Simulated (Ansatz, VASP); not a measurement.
**Re: VASP beside Ansatz**

```
Re
1.0
     2.24406    0.00000    0.00000
     0.00000    2.24406    0.00000
     0.00000    0.00000    2.24406
Re
1
Cartesian
  0.0000 0.0000 0.0000
```

Change from the starting cell: volume scaled by 0.68, LAPW.

Alike in both runs: task single point; functional PBEsol; k mesh 15 × 15 × 15; occupations fermi-dirac, width 0.1 eV; no spin polarisation.

|  | VASP | Ansatz |
| --- | --- | --- |
| version | VASP 6.6.1 | Ansatz 0.2.0 |
| potentials or method | VASP PAW PBE potentials, release 64 (Re), cutoff 520 eV | all-electron LAPW, scalar-relativistic |

Ansatz gave:

- pressure (GPa): 246.8

Which values does VASP return?

Pressure (GPa): 242.4.

VASP's potentials were made for PBE, not for PBEsol. Both programs put the cell under a high pressure, so it lies far from rest at this level. Ansatz ran all-electron here, and VASP with PAW potentials.

Neither program's run includes spin-orbit coupling. Noted on VASP's run: the cell as given lies far from equilibrium.
